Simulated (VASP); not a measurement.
Runs of VASP 6.6.1 on TiAl. The structure is that of space group P-6m2 (No. 187), or close to it. The cells are those of the table. 

```csv
spin,fixed moment (μB),cell,pressure (GPa),moment (μB)
collinear,0.5,"a = 2.848, b = 2.848, c = 4.619 Å, angles 90.0, 90.0, 120.0°, 2 atoms",0.2,0.50
collinear,0.125,"a = 2.957, b = 2.957, c = 4.797 Å, angles 90.0, 90.0, 120.0°, 2 atoms",(b),0.12
collinear,0.875,"a = 2.922, b = 2.922, c = 4.739 Å, angles 90.0, 90.0, 120.0°, 2 atoms",-6.9,0.87
off,-,"a = 2.729, b = 2.729, c = 4.426 Å, angles 90.0, 90.0, 120.0°, 2 atoms",(a),-
collinear,1.0,"a = 2.885, b = 2.885, c = 4.680 Å, angles 90.0, 90.0, 120.0°, 2 atoms",-3.3,1.00
```

Alike in all rows: task single point; level PBEsol; potentials or basis VASP PAW PBE potentials, release 64 (Ti_sv, Al); k mesh 21 × 21 × 12; cutoff (eV) 520; smearing gaussian 0.15 eV.

Q: Fill in the values left out.

A: (a) 18.2; (b) -10.2.

Caveats: the PAW data sets were made with another functional, which shifts forces and pressure a little; the total moment is fixed, so each spin has its own Fermi level (at least some runs); the cell stands under tension (at least some runs); the cell stands under pressure (at least some runs).
